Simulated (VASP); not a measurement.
# Pb (Pm-3m) in VASP: notebook

The runs below take Pb through density of states, with PBE.

Program: VASP 6.6.1. These are calculated values, not measurements. Logs are shortened: lines on timing, memory, paths and dates and some standing lists are left out, and cuts for length are marked.

### Step 1. The cell of the first run

It takes space group Pm-3m (No. 221, cubic). The conventional cell has a = 2.398 Å, b = 2.398 Å, c = 2.398 Å, α = 90.00°, β = 90.00°, γ = 90.00°. Within 3.2 Å of Pb (site symmetry m-3m) lie 6 Pb at 2.40 Å.

### Step 2. Density of states, PBE (volume scaled by 0.4)

Contents of POSCAR:

```
Pb
1.0
    2.3978480711      0.0000000000      0.0000000000
    0.0000000000      2.3978480711      0.0000000000
    0.0000000000      0.0000000000      2.3978480711
Pb
1
Direct
    0.0000000000      0.0000000000      0.0000000000
```

Contents of INCAR.step1:

```
SYSTEM = Pb
PREC = Accurate
ENCUT = 520
EDIFF = 1E-6
ISMEAR = -1
SIGMA = 0.05
LREAL = .FALSE.
LASPH = .TRUE.
NELM = 80
ALGO = Normal
ISIF = 2
LWAVE = .FALSE.
LCHARG = .TRUE.
GGA = PE
NBANDS = 13
```

Contents of KPOINTS.step1:

```
Automatic mesh
0
G
  12 12 12
  0 0 0
```

Contents of INCAR.step2:

```
SYSTEM = Pb
PREC = Accurate
ENCUT = 520
EDIFF = 1E-6
ISMEAR = -5
SIGMA = 0.05
LREAL = .FALSE.
LASPH = .TRUE.
NELM = 80
ALGO = Normal
ISIF = 2
LWAVE = .FALSE.
LCHARG = .FALSE.
GGA = PE
LORBIT = 11
NBANDS = 13
NEDOS = 2001
ICHARG = 11
```

Contents of KPOINTS.step2:

```
Automatic mesh
0
G
  18 18 18
  0 0 0
```

Potentials or basis: VASP PAW PBE potentials, release 64 (Pb_d).

On the command line:

```console
cat potpaw_PBE.64/Pb_d/POTCAR > POTCAR
cp INCAR.step1 INCAR
cp KPOINTS.step1 KPOINTS
mpirun -np 1 vasp_std > vasp.out
cp INCAR.step2 INCAR
cp KPOINTS.step2 KPOINTS
mpirun -np 1 vasp_std > vasp.out
```

OUTCAR:

```text
SYSTEM = Pb
   PREC = Accurate
   ENCUT = 520
   EDIFF = 1E-6
   ISMEAR = -5
   LREAL = .FALSE.
   LASPH = .TRUE.
   NELM = 80
   ISIF = 2
   GGA = PE
   LORBIT = 11
   ICHARG = 11

 ion  position               nearest neighbor table
   1  0.000  0.000  0.000-

  LATTYP: Found a simple cubic cell.
 ALAT       =     2.3978480711

  Lattice vectors:

 A1 = (   2.3978480711,   0.0000000000,   0.0000000000)
 A2 = (   0.0000000000,   2.3978480711,   0.0000000000)
 A3 = (   0.0000000000,   0.0000000000,   2.3978480711)

Analysis of symmetry for initial positions (statically):
=====================================================================
 Subroutine PRICEL returns:
 Original cell was already a primitive cell.

 Routine SETGRP: Setting up the symmetry group for a
 simple cubic supercell.

 Subroutine GETGRP returns: Found 48 space group operations
 (whereof 48 operations were pure point group operations)
 out of a pool of 48 trial point group operations.

The static configuration has the point symmetry O_h .

Analysis of symmetry for dynamics (positions and initial velocities):
=====================================================================
 Subroutine PRICEL returns:
 Original cell was already a primitive cell.

 Routine SETGRP: Setting up the symmetry group for a
 simple cubic supercell.

 Subroutine GETGRP returns: Found 48 space group operations
 (whereof 48 operations were pure point group operations)
 out of a pool of 48 trial point group operations.

The dynamic configuration has the point symmetry O_h .

 Subroutine INISYM returns: Found 48 space group operations
 (whereof 48 operations are pure point group operations),
 and found     1 'primitive' translations

----------------------------------------------------------------------------------------

                                     Primitive cell

  volume of cell :      13.7868

  direct lattice vectors                    reciprocal lattice vectors
     2.397848071  0.000000000  0.000000000     0.417040601  0.000000000  0.000000000
     0.000000000  2.397848071  0.000000000     0.000000000  0.417040601  0.000000000
     0.000000000  0.000000000  2.397848071     0.000000000  0.000000000  0.417040601

  length of vectors
     2.397848071  2.397848071  2.397848071     0.417040601  0.417040601  0.417040601

  position of ions in fractional coordinates (direct lattice)
     0.000000000  0.000000000  0.000000000

  ion indices of the primitive-cell ions
   primitive index   ion index
                 1           1

----------------------------------------------------------------------------------------

 KPOINTS: Automatic mesh

Automatic generation of k-mesh.
 Grid dimensions read from file:
 generate k-points for:   18   18   18

 Generating k-lattice:

  Cartesian coordinates                     Fractional coordinates (reciprocal lattice)
     0.023168922  0.000000000  0.000000000     0.055555556  0.000000000  0.000000000
     0.000000000  0.023168922  0.000000000     0.000000000  0.055555556  0.000000000
     0.000000000  0.000000000  0.023168922     0.000000000  0.000000000  0.055555556

  Length of vectors
     0.023168922  0.023168922  0.023168922

  Shift w.r.t. Gamma in fractional coordinates (k-lattice)
     0.000000000  0.000000000  0.000000000

 TETIRR: Found   2900 inequivalent tetrahedra from    34992

 Subroutine IBZKPT returns following result:
 ===========================================

 Found    220 irreducible k-points:

 Following reciprocal coordinates:
            Coordinates               Weight
  0.000000  0.000000  0.000000      1.000000
  0.055556  0.000000  0.000000      6.000000
  0.111111  0.000000  0.000000      6.000000
  0.166667  0.000000  0.000000      6.000000
  0.222222  0.000000  0.000000      6.000000
  0.277778  0.000000  0.000000      6.000000
[... 16 lines left out ...]
  0.277778  0.111111  0.000000     24.000000
  0.333333  0.111111  0.000000     24.000000
 [... further k-points ...]
   k-points           NKPTS =    220   k-points in BZ     NKDIM =    220   number of bands    NBANDS=     13
   number of dos      NEDOS =   2001   number of ions     NIONS =      1
   total plane-waves  NPLWV =   5832
   dimension x,y,z NGX =    18 NGY =   18 NGZ =   18
   dimension x,y,z NGXF=    36 NGYF=   36 NGZF=   36
   ions per type =               1
   NGX,Y,Z   is equivalent  to a cutoff of  12.48, 12.48, 12.48 a.u.
   NGXF,Y,Z  is equivalent  to a cutoff of  24.96, 24.96, 24.96 a.u.
 SYSTEM =  Pb
   PREC   = accura    normal or accurate (medium, high low for compatibility)
   ISTART =      0    job   : 0-new  1-cont  2-samecut
   ICHARG =     11    charge: 1-file 2-atom 10-const
   ISPIN  =      1    spin polarized calculation?
   LNONCOLLINEAR =      F non collinear calculations
   LSORBIT =      F    spin-orbit coupling
   LASPH  =      T    aspherical Exc in radial PAW
   ENCUT  =  520.0 eV  38.22 Ry    6.18 a.u.   4.46  4.46  4.46*2*pi/ulx,y,z
   NELM   =     80;   NELMIN=  2; NELMDL=  0     # of ELM steps
   EDIFF  = 0.1E-05   stopping-criterion for ELM
   LREAL  =      F    real-space projection
   EDIFFG = 0.1E-04   stopping-criterion for IOM
   NSW    =      0    number of steps for IOM
   IBRION =     -1    ionic relax: 0-MD 1-quasi-New 2-CG
   NFREE  =      0    steps in history (QN), initial steepest desc. (CG)
   ISIF   =      2    stress and relaxation
   ISYM   =      2    0-nonsym 1-usesym 2-fastsym
   POTIM  = 0.5000    time-step for ionic-motion
   TEBEG  =    0.0;   TEEND  =   0.0 temperature during run
   PSTRESS=    0.0 pullay stress
   NELECT =      14.0000    total number of electrons
   NUPDOWN=      -1.0000    fix difference up-down
   EMIN   =  10.00;   EMAX   =-10.00  energy-range for DOS
   EFERMI =   0.00;   METHOD = LEGACY
   ISMEAR =    -5;   SIGMA  =   0.05  broadening in eV -4-tet -1-fermi 0-gaus
   EFERMI_NEDOS =   21; number of points for ismear=-14 and -15
   IALGO  =     38    algorithm
   IMIX   =      4    mixing-type and parameters
     AMIX     =   0.40;   BMIX     =  1.00
     AMIX_MAG =   1.60;   BMIX_MAG =  1.00
  volume/ion in A,a.u.               =      13.79        93.04
  Fermi-wavevector in a.u.,A,eV,Ry     =   1.645492  3.109530 36.839744  2.707645
  Thomas-Fermi vector in A             =   2.735280
   LORBIT       =     11    0 simple, 1 ext, 2 COOP (PROOUT), +10 PAW based schemes
   GGA     = PE    functional components
   LHFCALC =     F    Hartree Fock is set to
   AEXX    =    0.0000 exact exchange contribution
   IVDW    =     0    specifies the selected vdW correction
   LEPSILON=     F    determine dielectric tensor
   LRPA    =     F    only Hartree local field effects (RPA)
 non-spin polarized calculation
 Fermi weights with tetrahedron method with Bloechl corrections
  energy-cutoff  :      520.00
  volume of cell :       13.79
 maximum number of plane-waves:       385
 NGX is ok and might be reduce to    18

 number of electron      14.0000007 magnetization

 Free energy of the ion-electron system (eV)
  ---------------------------------------------------
  ext. energy  EPLUGINS =         0.00000000
  ---------------------------------------------------
  free energy    TOTEN  =         4.93637935 eV

  energy without entropy =        4.93637935  energy(sigma->0) =        4.93637935

 E-fermi :  22.0275     XC(G=0): -14.5146

 val. band max:       22.2322813991   @ k =   0.3889   0.3889   0.3889
 cond. band min:      21.7984226512   @ k =   0.3889   0.3889   0.1667
 fundamental gap:     -0.4338587479
 Fermi energy:        22.0274693466

 k-point     1 :       0.0000    0.0000    0.0000
  band No.  band energies     occupation
      1      -1.7487      2.00000
      2      -1.7487      2.00000
      3       0.1525      2.00000
      4       3.1915      2.00000
      5       3.1915      2.00000
      6       3.1915      2.00000
      7      28.3658      0.00000
      8      28.3658      0.00000
      9      28.3658      0.00000
     10      35.7720      0.00000
     11      37.0605      0.00000
     12      37.0605      0.00000
     13      42.4918      0.00000

 k-point     2 :       0.0556    0.0000    0.0000
  band No.  band energies     occupation
      1      -1.7374      2.00000
      2      -1.6699      2.00000
      3       0.2571      2.00000
      4       3.1386      2.00000
      5       3.1386      2.00000
      6       3.1959      2.00000
      7      27.5368      0.00000
      8      28.5202      0.00000
      9      28.5202      0.00000
     10      36.1385      0.00000
     11      36.6562      0.00000
     12      37.6085      0.00000
     13      42.5719      0.00000

 k-point     3 :       0.1111    0.0000    0.0000
  band No.  band energies     occupation
      1      -1.7046      2.00000
      2      -1.4609      2.00000
      3       0.5926      2.00000
      4       2.9886      2.00000
      5       2.9886      2.00000
      6       3.2083      2.00000
      7      25.7018      0.00000
      8      28.9698      0.00000
      9      28.9698      0.00000
     10      35.7058      0.00000
     11      36.2990      0.00000
     12      39.5128      0.00000
     13      42.7894      0.00000

 k-point     4 :       0.1667    0.0000    0.0000
  band No.  band energies     occupation
      1      -1.6540      2.00000
      2      -1.1878      2.00000
      3       1.2071      2.00000
      4       2.7650      2.00000
      5       2.7650      2.00000
      6       3.2275      2.00000
      7      23.5486     -0.08473
      8      29.6765      0.00000
      9      29.6765      0.00000
     10      34.5744      0.00000
     11      36.1982      0.00000
     12      42.0468      0.00000
     13      43.0946      0.00000

 k-point     5 :       0.2222    0.0000    0.0000
  band No.  band energies     occupation
      1      -1.5913      2.00000
      2      -0.9113      2.00000
      3       2.1321      2.00000
      4       2.5002      2.00000
      5       2.5002      2.00000
      6       3.2510      2.00000
      7      21.3192      1.68156
      8      30.5828      0.00000
      9      30.5828      0.00000
     10      33.4613      0.00000
     11      35.9101      0.00000
     12      43.3771      0.00000
     13      43.3773      0.00000
[... 257 lines left out ...]
 k-point    22 :       0.2222    0.1111    0.0000
  band No.  band energies     occupation
      1      -1.3965      2.00000
      2      -0.6353      2.00000
      3       1.8602      2.00000
      4       2.5212      2.00000
      5       2.8410      2.00000
      6       3.0561      2.00000
      7      21.7902      1.23595
      8      27.5109      0.00000
      9      31.2284      0.00000
     10      33.8624      0.00000
     11      38.1699      0.00000
     12      41.6394      0.00000
     13      43.8239      0.00000

 k-point    23 :       0.2778    0.1111    0.0000
  band No.  band energies     occupation
      1      -1.3224      2.00000
      2      -0.3518      2.00000
      3       1.7800      2.00000
      4       2.2523      2.00000
      5       3.0834      2.00000
      6       3.8266      2.00000
      7      19.5437      2.05355
      8      28.3069      0.00000
      9      32.2879      0.00000
     10      33.0293      0.00000
     11      37.3521      0.00000
     12      41.7461      0.00000
     13      43.7969      0.00000

 k-point    24 :       0.3333    0.1111    0.0000
  band No.  band energies     occupation
      1      -1.2537      2.00000
      2      -0.1157      2.00000
      3       1.5685      2.00000
      4       2.0083      2.00000
      5       3.1092      2.00000
      6       5.2471      2.00000
      7      17.3111      2.00000
      8      29.1166      0.00000
      9      32.3389      0.00000
     10      33.3991      0.00000
     11      36.1057      0.00000
     12      42.0221      0.00000
     13      43.3440      0.00000

 [... further k-points ...]
[... 5 lines left out ...]
  --------------------------------------------------------------------------------------
  -------------------------------------------------------------------------------------
  Total       27.4530447     27.4530447     27.4530447      0.0000000      0.0000000     -0.0000000
  in kB     3190.3337031   3190.3337031   3190.3337031      0.0000000      0.0000000     -0.0000000
  external PRESSURE =    3190.3337031 kB  Pullay stress =       0.0000000 kB

 VOLUME and BASIS-vectors are now :
 -----------------------------------------------------------------------------
  energy-cutoff  :      520.00
  volume of cell :       13.79
      direct lattice vectors                 reciprocal lattice vectors
     2.397848071  0.000000000  0.000000000     0.417040601  0.000000000  0.000000000
     0.000000000  2.397848071  0.000000000     0.000000000  0.417040601  0.000000000
     0.000000000  0.000000000  2.397848071     0.000000000  0.000000000  0.417040601

 POSITION                                       TOTAL-FORCE (eV/Angst)
 -----------------------------------------------------------------------------------
      0.00000      0.00000      0.00000         0.000000      0.000000      0.000000
 -----------------------------------------------------------------------------------
    total drift:                                0.000000     -0.000000      0.000000

  FREE ENERGIE OF THE ION-ELECTRON SYSTEM (eV)
  ---------------------------------------------------
  free  energy   TOTEN  =         4.9363793500 eV

  energy  without entropy=        4.9363793500  energy(sigma->0) =        4.93637935

 total charge

# of ion       s       p       d       tot
------------------------------------------
    1        1.411   1.933  10.088  13.433
```

It took 19 s on 1 thread of Intel Xeon Platinum 8488C (Sapphire Rapids), shared host; peak memory 0.14 GiB.

What came out:

| Quantity | Value |
| --- | --- |
| Valence electrons inside the program's atomic spheres | Pb 13.43 |

Caveat: spin-orbit coupling is left out, which moves the levels of the heavy elements; tetrahedron occupations give inexact forces and stress in metals.

(Continued in part 2 of 2.)
